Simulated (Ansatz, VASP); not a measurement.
One calculation of C, two programs

INCAR

```
  PREC = Accurate
  ENCUT = 520
  EDIFF = 1E-7
  ISMEAR = 0
  SIGMA = 0.03
  LREAL = F
  LASPH = T
  NELM = 80
  ALGO = Normal
  ISIF = 2
  LWAVE = F
  LCHARG = F
  GGA = PE
  IVDW = 12
  NBANDS = 11
```

File KPOINTS:

```
Automatic mesh
0
Gamma
  18 18 18
```

File POSCAR:

```
C
1.0
    0.0000000000      2.1700390787      3.3015779085
    1.1978416380      0.0000000000      3.3015779085
    1.1978416380      2.1700390787      0.0000000000
C
2
Direct
    0.1666966007      0.8333033993      0.1666966007
    0.8333033993      0.1666966007      0.8333033993
```

Input for Ansatz:

```yaml
crystal:
  lattice:
    - [0.0, 2.1700390787, 3.3015779085]
    - [1.197841638, 0.0, 3.3015779085]
    - [1.197841638, 2.1700390787, 0.0]
  atoms:
    - { symbol: C, position: [0.1666966007, 0.8333033993, 0.1666966007] }
    - { symbol: C, position: [0.8333033993, 0.1666966007, 0.8333033993] }
basis:
  ecutwfc: 520.0
kpoints:
  mp_grid: { grid: [18, 18, 18] }
hamiltonian:
  xc: pbe
  pseudopotentials: { kind: paw, azcp: { folder: soft_1 } }
  dispersion: d3bj
scf:
  occupations: { method: gaussian, width: 0.03 }
output:
  forces: true
  stress: true
  eigenvalues: true
```

Change from the starting cell: volume 8.582 Å^3 an atom, stretch along b over the lengths across it, relative to the relaxed cell 1.0465.

Alike in both runs: task single point; functional PBE; dispersion D3(BJ); k mesh 18 × 18 × 18; occupations gaussian, width 0.03 eV; no spin polarisation.

```csv
,VASP,Ansatz
version,VASP 6.6.1,Ansatz 0.2.0
potentials or method,"VASP PAW PBE potentials, release 64 (C), cutoff 520 eV","scalar-relativistic, plane waves, PAW"
valence electrons in the cell,8,8
```

VASP gave:

- gap on the k mesh at the Fermi level (eV): 0.06
- least direct gap on the mesh (eV): 0.11
- pressure (GPa): 7.0
- traceless stress, the component that is largest in VASP (GPa): 24.91
- rms of the force components (eV/Å): 0.305

Problem. Estimate Ansatz's values.

Solution. gap on the k mesh at the Fermi level (eV): 0.06; least direct gap on the mesh (eV): 0.11; pressure (GPa): 6.5; traceless stress, the component that is largest in VASP (GPa): 24.58; rms of the force components (eV/Å): 0.300.

Atom by atom the forces differ by 0.005 eV/Å (rms over components).
